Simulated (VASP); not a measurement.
Wanted: the native input for a VASP 6.6.1 run.

| Property | Result |
| --- | --- |
| Task | single point |
| Functional | PBE |
| Dispersion | D3(BJ) |
| Potentials or basis | VASP PAW PBE potentials, release 64 (Mo_sv, S) |
| Cutoff | 520 eV |
| k mesh | 12 × 12 × 4 |
| Occupations | gaussian, width 0.05 eV |
| Spin | no spin polarisation |
| Dipole correction | no |
| Further INCAR settings | ALGO = Normal; EDIFF = 1e-07; NBANDS = 35 |

The structure of MoS2 lies in POSCAR:

```
MoS2
1.0
    2.9924515680     -0.0244525447      0.0330144153
   -1.5174023089      2.6343147635     -0.1140234382
    0.1267464802     -0.4322933665     11.7790357867
Mo S
2 4
Direct
    0.3251064105      0.6554470233      0.2497495666
    0.6706425551      0.3241738917      0.7586962050
    0.3204130041      0.6603002851      0.6208030158
    0.6469758330      0.3172843781      0.1164110380
    0.3621039082      0.6598216451      0.8741047114
    0.6747582891      0.3829727766      0.3802354632
```

This cell differs from its parent crystal: atoms moved at random and the cell strained at random.

These files were run (other wordings do the same):

INCAR

```
ALGO = Normal
EDIFF = 1E-7
ENCUT = 520
GGA = PE
ISIF = 2
ISMEAR = 0
IVDW = 12
LASPH = T
LCHARG = F
LREAL = F
LWAVE = F
NBANDS = 35
NELM = 60
PREC = Accurate
SIGMA = 0.05
```

KPOINTS

```
k-points
0
Gamma
  12 12 4
```

Potentials or basis: VASP PAW PBE potentials, release 64 (Mo_sv, S).

Launch:

```sh
$ cat potpaw_PBE.64/Mo_sv/POTCAR potpaw_PBE.64/S/POTCAR > POTCAR
$ mpirun -np 1 vasp_std > vasp.out
```

It gave:

The pressure is 26.5 GPa, the largest force is 7.021 eV/Å and the band gap on the k mesh is 0.35 eV (least direct gap 1.54 eV). The dispersion energy per atom is -0.494 eV.

Caveat: the cell differs from its parent crystal (atoms moved at random and the cell strained at random); the cell stands under pressure; forces of over 1 eV/Å act on the atoms, so gaps and moduli don't describe the material at rest.

Wall time 24 min on 1 thread of Oxide Virtual Turin-like Processor, on a shared host, peak memory 0.73 GiB.
